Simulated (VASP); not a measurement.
Cl, 24 atoms in the cell. The cell holds a disordered packing, 24 atoms: a = 9.967 Å, b = 9.967 Å, c = 9.967 Å, α = 90.00°, β = 90.00°, γ = 90.00°. 

```yaml
Program: VASP 6.6.1
Task: single point
Functional: r2SCAN
Potentials_or_basis: VASP PAW PBE potentials, release 64 (Cl)
Cutoff: 520 eV
k_mesh: 1 × 1 × 1
Occupations: fermi-dirac, width 0.05 eV
Spin: no spin polarisation
Dipole_correction: no
Further_INCAR_settings: LREAL = Auto; ALGO = Normal; EDIFF = 1e-07; NBANDS = 102
```

Potentials or basis: VASP PAW PBE potentials, release 64 (Cl).

Launch:

```console
$ cat potpaw_PBE.64/Cl/POTCAR > POTCAR
$ cp INCAR.step1 INCAR
$ mpirun -np 1 vasp_gam > vasp.out
$ cp INCAR.step2 INCAR
$ mpirun -np 1 vasp_gam > vasp.out
```

Hardware: 1 thread of Intel(R) Xeon(R) Platinum 8488C (Sapphire Rapids), on a shared host.

Question: Estimate the wall time of this run.

Answer: Wall time 10 min on 1 thread of Intel(R) Xeon(R) Platinum 8488C (Sapphire Rapids), on a shared host, peak memory 1 GiB. Counts: k points 1.
